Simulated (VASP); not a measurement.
Input of a VASP 6.6.1 run:

Contents of INCAR:

```
SYSTEM = Li
ALGO     = Normal         ! electronic algorithm
EDIFF    = 1E-7           ! SCF threshold, eV
ENCUT    = 520            ! plane-wave cutoff, eV
GGA      = RE             ! functional
ISIF     = 2              ! what is computed and relaxed
ISMEAR   = -1             ! smearing method
LASPH    = .TRUE.         ! aspherical terms in the spheres
LCHARG   = .TRUE.         ! write CHGCAR
LELF     = .TRUE.         ! ELF
LREAL    = .FALSE.        ! projectors in reciprocal space
LVHAR    = .TRUE.       
LWAVE    = .FALSE.        ! write WAVECAR
NBANDS   = 12             ! bands
NELM     = 100            ! most SCF steps
PREC     = Accurate       ! precision mode
SIGMA    = 0.1            ! smearing width, eV
```

The input KPOINTS:

```
k-points
0
G
  13 13 13
  0 0 0
```

The input POSCAR:

```
Li
1.0
    1.5099770767      0.8717856717      7.3737385692
   -1.5099770767      0.8717856717      7.3737385692
    0.0000000000     -1.7435713435      7.3737385692
Li
3
Direct
    1.0000000000      0.0000000000      0.0000000000
    0.2222970963      0.2222970963      0.2222970963
    0.7777029037      0.7777029037      0.7777029037
```

Potentials or basis: VASP PAW PBE potentials, release 64 (Li_sv).

Command:

```sh
$ cat potpaw_PBE.64/Li_sv/POTCAR > POTCAR
$ mpirun -np 1 vasp_std > vasp.out
```

Q: Predict the band gap on the k mesh.

A: Zero (an odd number of electrons rules out a gap without spin polarisation).

Q: What does it give for the largest force?

A: 0.004 eV/Å.

Forces on the atoms (eV/Å):
```
Li   0.000  0.000  0.000
Li   0.000  0.000 -0.004
Li   0.000  0.000  0.004
```

Caveat: the PAW data sets were made with another functional, which shifts forces and pressure a little.
